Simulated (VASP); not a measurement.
Write the native input for VASP 6.6.1 that does the following.

```
Task                   : single point
Functional             : PBE
Potentials or basis    : VASP PAW PBE potentials, release 64 (In_d, Ge_d, O)
Cutoff                 : 520 eV
k mesh                 : 4 × 4 × 4
Occupations            : gaussian, width 0.1 eV
Spin                   : no spin polarisation
Dipole correction      : no
Further INCAR settings : ALGO = Fast; EDIFF = 1e-06; NBANDS = 38
```

The structure of In2GeO3 lies in POSCAR:

```
In2GeO3
1.0
    4.4109614500      0.0000000000      0.0000000000
    0.0000000000      4.4109614500      0.0000000000
    0.0000000000      0.0000000000      4.9034015300
In Ge O
2 1 3
Direct
    0.0000000000      0.5000000000      0.5000000000
    0.5000000000      0.0000000000      0.5000000000
    0.5000000000      0.5000000000      0.5000000000
    0.0000000000      0.0000000000      0.7114898200
    0.0000000000      0.0000000000      0.2885101800
    0.5000000000      0.5000000000      0.0000000000
```

The cell was generated, and may not be a known phase.

The input as run:

INCAR

```
SYSTEM = In2GeO3
PREC = Accurate
ENCUT = 520
EDIFF = 1E-6
ISMEAR = 0
SIGMA = 0.1
LREAL = .FALSE.
LASPH = .TRUE.
NELM = 60
ALGO = Fast
ISIF = 2
LWAVE = .FALSE.
LCHARG = .TRUE.
GGA = PE
LELF = .TRUE.
LVHAR = .TRUE.
NBANDS = 38
```

KPOINTS

```
regular mesh
0
G
  4 4 4
  0 0 0
```

Potentials or basis: VASP PAW PBE potentials, release 64 (In_d, Ge_d, O).

Launch:

```bash
$ cat potpaw_PBE.64/In_d/POTCAR potpaw_PBE.64/Ge_d/POTCAR potpaw_PBE.64/O/POTCAR > POTCAR
$ mpirun -np 1 vasp_std > vasp.out
```

Results of the run:

```
Pressure               : 25.3 GPa
Largest force          : 0.774 eV/Å
Band gap on the k mesh : zero (bands 29 and 30 overlap by 0.43 eV)
```

Caveat: the stress differs along the axes, from -21 to 49 GPa; spin-orbit coupling is left out, which moves the levels of the heavy elements.

Wall time 3.8 min on 1 thread of Oxide Virtual Turin-like Processor (shared host), peak memory 0.2 GiB.
